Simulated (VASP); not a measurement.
Write the native input for VASP 6.6.1 that does the following.

```
Task                   : single point
Functional             : PBEsol
Potentials or basis    : VASP PAW PBE potentials, release 64 (Al, Ni)
Cutoff                 : 520 eV
k mesh                 : 12 × 12 × 8
Occupations            : gaussian, width 0.1 eV
Spin                   : no spin polarisation
Dipole correction      : no
Further INCAR settings : ALGO = Fast; EDIFF = 1e-06; NBANDS = 22
```

The structure of Al3Ni2 lies in POSCAR:

```
Al3Ni2
1.0
    3.8751874820      0.0000000000      0.0000000000
   -1.9375937410      3.3560108038      0.0000000000
    0.0000000000      0.0000000000      4.7189552378
Al Ni
3 2
Direct
    0.0000000000      0.0000000000      0.0000000000
    0.3333333333      0.6666666667      0.6461115221
    0.6666666667      0.3333333333      0.3538884779
    0.3333333333      0.6666666667      0.1467826586
    0.6666666667      0.3333333333      0.8532173414
```

This cell differs from its parent crystal: volume scaled by 0.91, then relaxed in part.

One way to write it, as run:

INCAR

```
SYSTEM = Al3Ni2
ALGO = Fast ; EDIFF = 1E-6
ENCUT = 520 ; GGA = PS
ISIF = 2 ; ISMEAR = 0
LASPH = .TRUE. ; LCHARG = .FALSE.
LREAL = .FALSE. ; LWAVE = .FALSE.
NBANDS = 22 ; NELM = 60
PREC = Accurate ; SIGMA = 0.1
```

KPOINTS

```
k-points
0
G
  12 12 8
  0 0 0
```

Potentials or basis: VASP PAW PBE potentials, release 64 (Al, Ni).

The run is started by

```console
$ cat potpaw_PBE.64/Al/POTCAR potpaw_PBE.64/Ni/POTCAR > POTCAR
$ mpirun -np 1 vasp_std > vasp.out
```

Results of the run:

```
Pressure      : 16.5 GPa
Largest force : 0.016 eV/Å
```

Caveat: the PAW data sets were made with another functional, which shifts forces and pressure a little.

Run time: 2.9 min on 1 thread of Intel(R) Xeon(R) Platinum 8375C CPU @ 2.90GHz (Ice Lake) (shared host), peak memory 0.29 GiB.
